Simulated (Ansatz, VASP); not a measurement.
**AlN in VASP and in Ansatz**

File INCAR:

```
PREC = Accurate
ENCUT = 520
EDIFF = 1E-6
ISMEAR = 0
SIGMA = 0.01
LREAL = F
LASPH = T
NELM = 60
ALGO = Normal
ISIF = 2
LWAVE = F
LCHARG = T
GGA = PS
LELF = T
LVHAR = T
NBANDS = 16
```

KPOINTS

```
regular mesh
0
Gamma
  12 12 8
```

Contents of POSCAR:

```
AlN
1.0
    3.1135697640      0.0000000000      0.0000000000
   -1.5567848820      2.6964305121      0.0000000000
    0.0000000000      0.0000000000      4.9831404555
Al N
2 2
Direct
    0.3333333333      0.6666666667     -0.0000054712
    0.6666666667      0.3333333333      0.4999945288
    0.3333333333      0.6666666667      0.3820054712
    0.6666666667      0.3333333333      0.8820054712
```

Input for Ansatz:

```yaml
crystal:
  lattice:
    - [3.113569764, 0.0, 0.0]
    - [-1.556784882, 2.6964305121, 0.0]
    - [0.0, 0.0, 4.9831404555]
  atoms:
    - { symbol: Al, position: [0.3333333333, 0.6666666667, -5.4712e-06] }
    - { symbol: Al, position: [0.6666666667, 0.3333333333, 0.4999945288] }
    - { symbol: "N", position: [0.3333333333, 0.6666666667, 0.3820054712] }
    - { symbol: "N", position: [0.6666666667, 0.3333333333, 0.8820054712] }
basis:
  ecutwfc: 420
  xc_grid: 2
kpoints:
  mp_grid: { grid: [12, 12, 8] }
hamiltonian:
  xc: pbesol
  pseudopotentials: { kind: paw, azcp: { folder: soft_1 } }
scf:
  occupations: { method: fixed }
output:
  forces: true
  stress: true
  eigenvalues: true
  polarization: {}
```

Change from the starting cell: polar distortion scaled by 1.00.

Alike in both runs: task single point; functional PBEsol; k mesh 12 × 12 × 8; no spin polarisation.

```csv
,VASP,Ansatz
version,VASP 6.6.1,Ansatz 0.2.0
potentials or method,"VASP PAW PBE potentials, release 64 (Al, N), cutoff 520 eV","scalar-relativistic, plane waves, PAW"
occupations,"gaussian, width 0.01 eV",fixed
valence electrons in the cell,16,16
```

Ansatz gave:

* gap on the k mesh at the Fermi level (eV): 4.10
* least direct gap on the mesh (eV): 4.10
* pressure (GPa): 0.0

Q: What did VASP give for the same quantities?

A: gap on the k mesh at the Fermi level (eV): 4.11; least direct gap on the mesh (eV): 4.11; pressure (GPa): 0.0.

VASP's potentials were made for PBE, not for PBEsol, and Ansatz warns of the same on its side.
